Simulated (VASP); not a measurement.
# Na2Ta (P6/mmm) in VASP: relaxation of cell and atoms with PBE

Aim: the relaxation of cell and atoms of Na2Ta with PBE.

All numbers are computed with VASP 6.6.1; they aren't measurements. Logs are shortened: lines on timing, memory, paths and dates and some standing lists are left out, and cuts for length are marked.

## (1) The cell of the first run

Symmetry: P6/mmm, No. 191, hexagonal system. The conventional cell has a = 3.907 Å, b = 3.907 Å, c = 4.948 Å, α = 90.00°, β = 90.00°, γ = 120.00°. Na (site symmetry -6m2) has 3 Na at 2.26 Å within 3.0 Å. Ta (site symmetry 6/mmm) has 12 Na at 3.35 Å and 6 Ta at 3.91 Å within 4.4 Å.

## (2) Relaxation of cell and atoms, PBE

File INCAR:

```
PREC = Accurate
ENCUT = 600
EDIFF = 1E-7
ISMEAR = 0
SIGMA = 0.1
LREAL = F
LASPH = T
NELM = 100
ALGO = Fast
ISIF = 3
LWAVE = F
LCHARG = F
GGA = PE
IBRION = 2
NSW = 100
EDIFFG = -0.01
```

File KPOINTS:

```
Automatic mesh
0
Gamma
  12 12 10
```

File POSCAR:

```
Na2Ta
1.0
    3.9067233280      0.0000000000      0.0000000000
   -1.9533616640      3.3833216476      0.0000000000
    0.0000000000      0.0000000000      4.9483681195
Na Ta
2 1
Direct
    0.3333333333      0.6666666667      0.5000000000
    0.6666666667      0.3333333333      0.5000000000
    0.0000000000      0.0000000000      0.0000000000
```

Potentials or basis: VASP PAW PBE potentials, release 64 (Na_pv, Ta_pv).

On the command line:

```bash
$ cat potpaw_PBE.64/Na_pv/POTCAR potpaw_PBE.64/Ta_pv/POTCAR > POTCAR
$ mpirun -np 1 vasp_std > vasp.out
```

OUTCAR:

```text
PREC = Accurate
   ENCUT = 600
   EDIFF = 1E-7
   ISMEAR = 0
   LREAL = F
   LASPH = T
   NELM = 100
   ISIF = 3
   GGA = PE
   IBRION = 2
   NSW = 100
   EDIFFG = -0.01

 ion  position               nearest neighbor table
   1  0.333  0.667  0.500-   2 2.26   2 2.26   2 2.26
   2  0.667  0.333  0.500-   1 2.26   1 2.26   1 2.26
   3  0.000  0.000  0.000-

  LATTYP: Found a hexagonal cell.
 ALAT       =     3.9067233280
 C/A-ratio  =     1.2666287587

  Lattice vectors:

 A1 = (   3.9067233280,   0.0000000000,   0.0000000000)
 A2 = (  -1.9533616640,   3.3833216476,   0.0000000000)
 A3 = (   0.0000000000,   0.0000000000,   4.9483681195)

Analysis of symmetry for initial positions (statically):
=====================================================================
 Subroutine PRICEL returns:
 Original cell was already a primitive cell.

 Routine SETGRP: Setting up the symmetry group for a
 hexagonal supercell.

 Subroutine GETGRP returns: Found 24 space group operations
 (whereof 24 operations were pure point group operations)
 out of a pool of 24 trial point group operations.

The static configuration has the point symmetry D_6h.

Analysis of symmetry for dynamics (positions and initial velocities):
=====================================================================
 Subroutine PRICEL returns:
 Original cell was already a primitive cell.

 Routine SETGRP: Setting up the symmetry group for a
 hexagonal supercell.

 Subroutine GETGRP returns: Found 24 space group operations
 (whereof 24 operations were pure point group operations)
 out of a pool of 24 trial point group operations.

The dynamic configuration has the point symmetry D_6h.

 Subroutine INISYM returns: Found 24 space group operations
 (whereof 24 operations are pure point group operations),
 and found     1 'primitive' translations

----------------------------------------------------------------------------------------

                                     Primitive cell

  volume of cell :      65.4061

  direct lattice vectors                    reciprocal lattice vectors
     3.906723328  0.000000000  0.000000000     0.255968984  0.147783762  0.000000000
    -1.953361664  3.383321648  0.000000000     0.000000000  0.295567523  0.000000000
     0.000000000  0.000000000  4.948368120     0.000000000  0.000000000  0.202086825

  length of vectors
     3.906723328  3.906723328  4.948368120     0.295567523  0.295567523  0.202086825

  position of ions in fractional coordinates (direct lattice)
     0.333333333  0.666666667  0.500000000
     0.666666667  0.333333333  0.500000000
     0.000000000  0.000000000  0.000000000

  ion indices of the primitive-cell ions
   primitive index   ion index
                 1           1
                 2           2
                 3           3

----------------------------------------------------------------------------------------

 KPOINTS: Automatic mesh

Automatic generation of k-mesh.
 Grid dimensions read from file:
 generate k-points for:   12   12   10

 Generating k-lattice:

  Cartesian coordinates                     Fractional coordinates (reciprocal lattice)
     0.021330749  0.012315313  0.000000000     0.083333333  0.000000000  0.000000000
     0.000000000  0.024630627  0.000000000     0.000000000  0.083333333  0.000000000
     0.000000000  0.000000000  0.020208682     0.000000000  0.000000000  0.100000000

  Length of vectors
     0.024630627  0.024630627  0.020208682

  Shift w.r.t. Gamma in fractional coordinates (k-lattice)
     0.000000000  0.000000000  0.000000000

 Subroutine IBZKPT returns following result:
 ===========================================

 Found    114 irreducible k-points:

 Following reciprocal coordinates:
            Coordinates               Weight
  0.000000  0.000000  0.000000      1.000000
  0.083333  0.000000  0.000000      6.000000
  0.166667 -0.000000  0.000000      6.000000
  0.250000 -0.000000  0.000000      6.000000
  0.333333 -0.000000  0.000000      6.000000
  0.416667  0.000000  0.000000      6.000000
[... 16 lines left out ...]
  0.250000 -0.000000  0.100000     12.000000
  0.333333 -0.000000  0.100000     12.000000
 [... further k-points ...]
   k-points           NKPTS =    114   k-points in BZ     NKDIM =    114   number of bands    NBANDS=     16
   number of dos      NEDOS =    301   number of ions     NIONS =      3
   total plane-waves  NPLWV =  40960
   dimension x,y,z NGX =    32 NGY =   32 NGZ =   40
   dimension x,y,z NGXF=    64 NGYF=   64 NGZF=   80
   ions per type =               2   1
   NGX,Y,Z   is equivalent  to a cutoff of  13.62, 13.62, 13.44 a.u.
   NGXF,Y,Z  is equivalent  to a cutoff of  27.23, 27.23, 26.88 a.u.
 SYSTEM =  unknown system
   PREC   = accura    normal or accurate (medium, high low for compatibility)
   ISTART =      0    job   : 0-new  1-cont  2-samecut
   ICHARG =      2    charge: 1-file 2-atom 10-const
   ISPIN  =      1    spin polarized calculation?
   LNONCOLLINEAR =      F non collinear calculations
   LSORBIT =      F    spin-orbit coupling
   LASPH  =      T    aspherical Exc in radial PAW
   ENCUT  =  600.0 eV  44.10 Ry    6.64 a.u.   7.80  7.80  9.88*2*pi/ulx,y,z
   NELM   =    100;   NELMIN=  2; NELMDL= -5     # of ELM steps
   EDIFF  = 0.1E-06   stopping-criterion for ELM
   LREAL  =      F    real-space projection
   EDIFFG = -.1E-01   stopping-criterion for IOM
   NSW    =    100    number of steps for IOM
   IBRION =      2    ionic relax: 0-MD 1-quasi-New 2-CG
   NFREE  =      1    steps in history (QN), initial steepest desc. (CG)
   ISIF   =      3    stress and relaxation
   ISYM   =      2    0-nonsym 1-usesym 2-fastsym
   POTIM  = 0.5000    time-step for ionic-motion
   TEBEG  =    0.0;   TEEND  =   0.0 temperature during run
   PSTRESS=    0.0 pullay stress
   NELECT =      25.0000    total number of electrons
   NUPDOWN=      -1.0000    fix difference up-down
   EMIN   =  10.00;   EMAX   =-10.00  energy-range for DOS
   EFERMI =   0.00;   METHOD = LEGACY
   ISMEAR =     0;   SIGMA  =   0.10  broadening in eV -4-tet -1-fermi 0-gaus
   EFERMI_NEDOS =   21; number of points for ismear=-14 and -15
   IALGO  =     68    algorithm
   IMIX   =      4    mixing-type and parameters
     AMIX     =   0.40;   BMIX     =  1.00
     AMIX_MAG =   1.60;   BMIX_MAG =  1.00
  volume/ion in A,a.u.               =      21.80       147.13
  Fermi-wavevector in a.u.,A,eV,Ry     =   1.188089  2.245162 19.205367  1.411555
  Thomas-Fermi vector in A             =   2.324226
   LORBIT       =      0    0 simple, 1 ext, 2 COOP (PROOUT), +10 PAW based schemes
   GGA     = PE    functional components
   LHFCALC =     F    Hartree Fock is set to
   AEXX    =    0.0000 exact exchange contribution
   IVDW    =     0    specifies the selected vdW correction
   LEPSILON=     F    determine dielectric tensor
   LRPA    =     F    only Hartree local field effects (RPA)
 conjugate gradient relaxation of ions
 non-spin polarized calculation
 RMM-DIIS sequential band-by-band and
 Gauss-broadening in eV      SIGMA  =   0.10
  energy-cutoff  :      600.00
  volume of cell :       65.41
 maximum number of plane-waves:      2208
 NGX is ok and might be reduce to    32
   NGX = 15   NGY = 15   NGZ = 19

--------------------------------------- Ionic step        1  -------------------------------------------

 number of electron      25.0000000 magnetization

 Free energy of the ion-electron system (eV)
  ---------------------------------------------------
  ext. energy  EPLUGINS =         0.00000000
  ---------------------------------------------------
  free energy    TOTEN  =        -8.71749836 eV

  energy without entropy =       -8.69634034  energy(sigma->0) =       -8.70691935

------------------------ aborting loop because EDIFF is reached ----------------------------------------

  FORCE on cell =-STRESS in cart. coord.  units (eV):
  Direction    XX          YY          ZZ          XY          YZ          ZX
  --------------------------------------------------------------------------------------
  -------------------------------------------------------------------------------------
  Total        0.0284972      0.0284972      0.1499884      0.0000000      0.0000000     -0.0000000
  in kB        0.6980640      0.6980640      3.6740936      0.0000000      0.0000000     -0.0000000
  external PRESSURE =       1.6900739 kB  Pullay stress =       0.0000000 kB

 VOLUME and BASIS-vectors are now :
 -----------------------------------------------------------------------------
  energy-cutoff  :      600.00
  volume of cell :       65.41
      direct lattice vectors                 reciprocal lattice vectors
     3.906723328  0.000000000  0.000000000     0.255968984  0.147783762  0.000000000
    -1.953361664  3.383321648  0.000000000     0.000000000  0.295567523  0.000000000
     0.000000000  0.000000000  4.948368120     0.000000000  0.000000000  0.202086825
[... 223 lines left out ...]
 POSITION                                       TOTAL-FORCE (eV/Angst)
 -----------------------------------------------------------------------------------
     -0.00000      2.25552      2.48533         0.000000      0.000000      0.000000
      1.95334      1.12776      2.48533        -0.000000     -0.000000     -0.000000
      0.00000      0.00000      4.97067        -0.000000      0.000000      0.000000
 -----------------------------------------------------------------------------------
    total drift:                                0.000000      0.000000     -0.000000

  FREE ENERGIE OF THE ION-ELECTRON SYSTEM (eV)
  ---------------------------------------------------
  free  energy   TOTEN  =        -8.7178750063 eV

  energy  without entropy=       -8.6965788435  energy(sigma->0) =       -8.70722692

--------------------------------------- Ionic step        8  -------------------------------------------

 number of electron      24.9999995 magnetization

 Free energy of the ion-electron system (eV)
  ---------------------------------------------------
  ext. energy  EPLUGINS =         0.00000000
  ---------------------------------------------------
  free energy    TOTEN  =        -8.71800876 eV

  energy without entropy =       -8.69673587  energy(sigma->0) =       -8.70737232

 E-fermi :   2.5436     XC(G=0):  -9.4482

 val. band max:        2.5417446536   @ k =   0.1667   0.0833   0.2000
 cond. band min:       2.5458245967   @ k =   0.2500  -0.0000   0.3000
 fundamental gap:      0.0040799431
 Fermi energy:         2.5435721885

 k-point     1 :       0.0000    0.0000    0.0000
  band No.  band energies     occupation
      1     -32.6189      2.00000
      2     -32.5565      2.00000
      3     -32.5565      2.00000
      4     -22.8593      2.00000
      5     -22.8593      2.00000
      6     -22.3681      2.00000
[... 8 lines left out ...]
     15       3.7056      0.00000
     16       3.7056      0.00000
[... 419 lines left out ...]
 k-point    24 :       0.3333   -0.0000    0.1000
  band No.  band energies     occupation
      1     -32.6155      2.00000
      2     -32.5841      2.00000
      3     -32.5637      2.00000
      4     -22.9328      2.00000
      5     -22.7576      2.00000
      6     -22.3062      2.00000
[... 8 lines left out ...]
     15       4.1140      0.00000
     16       5.5127      0.00000

 [... further k-points ...]

------------------------ aborting loop because EDIFF is reached ----------------------------------------

  FORCE on cell =-STRESS in cart. coord.  units (eV):
  Direction    XX          YY          ZZ          XY          YZ          ZX
  --------------------------------------------------------------------------------------
  -------------------------------------------------------------------------------------
  Total       -0.0104449     -0.0104449      0.0096807      0.0000000      0.0000000      0.0000000
  in kB       -0.2552030     -0.2552030      0.2365311      0.0000000      0.0000000      0.0000000
  external PRESSURE =      -0.0912916 kB  Pullay stress =       0.0000000 kB

 VOLUME and BASIS-vectors are now :
 -----------------------------------------------------------------------------
  energy-cutoff  :      600.00
  volume of cell :       65.57
      direct lattice vectors                 reciprocal lattice vectors
     3.898288914 -0.000000000 -0.000000000     0.256522803  0.148103509 -0.000000000
    -1.949144457  3.376017231  0.000000000    -0.000000000  0.296207019 -0.000000000
     0.000000000  0.000000000  4.982535354     0.000000000  0.000000000  0.200701034

 POSITION                                       TOTAL-FORCE (eV/Angst)
 -----------------------------------------------------------------------------------
     -0.00000      2.25068      2.49127         0.000000     -0.000000     -0.000000
      1.94914      1.12534      2.49127        -0.000000      0.000000      0.000000
      3.89829      0.00000     -0.00000        -0.000000     -0.000000      0.000000
 -----------------------------------------------------------------------------------
    total drift:                                0.000000      0.000000     -0.000000

  FREE ENERGIE OF THE ION-ELECTRON SYSTEM (eV)
  ---------------------------------------------------
  free  energy   TOTEN  =        -8.7180087633 eV

  energy  without entropy=       -8.6967358732  energy(sigma->0) =       -8.70737232

 reached required accuracy - stopping structural energy minimisation
```

Run time: 5.8 min. Hardware: 1 thread of Intel Xeon Platinum 8488C (Sapphire Rapids), shared host; peak memory 0.31 GiB.

What came out:

* Free energy: -8.7180 eV
* Relaxed volume: 21.86 Å³/atom
* Relaxed cell: a = 3.898 Å, b = 3.898 Å, c = 4.983 Å, α = 90.00°, β = 90.00°, γ = 120.00°
* Space group after relaxing (to 0.1 Å): P6/mmm (No. 191)
* Energy gained by relaxing: 0.2 meV/atom
* Ionic steps: 8
* Pressure after relaxing: 0.0 GPa
* Band gap on the k mesh: zero (an odd number of electrons rules out a gap without spin polarisation)

The path:
```csv
step,energy change (eV),largest force (eV/Å),pressure (GPa),volume (Å³)
1,0.0000,0.0000,0.17,65.41
2,-0.0003,0.0000,0.03,65.62
3,-0.0003,0.0000,-0.08,65.80
4,-0.0003,0.0000,-0.07,65.76
5,-0.0003,0.0000,-0.05,65.72
6,-0.0003,0.0000,-0.06,65.74
7,-0.0004,0.0000,-0.05,65.70
8,-0.0005,0.0000,-0.01,65.57
```

Final structure:
```
Na Ta
1.0
     3.89829    0.00000    0.00000
    -1.94914    3.37602    0.00000
     0.00000    0.00000    4.98254
Na Ta
2 1
Direct
  0.33333 0.66667 0.50000
  0.66667 0.33333 0.50000
  0.00000 0.00000 0.00000
```

Levels at points of the mesh, in eV from the Fermi level:
| k point | band 11 | band 12 | band 13 | band 14 | band 15 | band 16 |
| --- | --- | --- | --- | --- | --- | --- |
| (0.00, 0.00, 0.00) | -1.17 | 0.47 | 0.47 | 1.16 | 1.16 | 1.16 |
| (0.50, 0.00, 0.00) | -0.80 | -0.69 | -0.57 | 0.76 | 2.14 | 2.58 |
| (0.00, 0.00, 0.50) | -2.71 | 0.30 | 0.47 | 0.47 | 0.96 | 0.96 |
| (0.50, 0.00, 0.50) | -1.45 | 0.02 | 0.27 | 0.31 | 0.56 | 2.15 |

Caveat: spin-orbit coupling is left out, which moves the levels of the heavy elements.
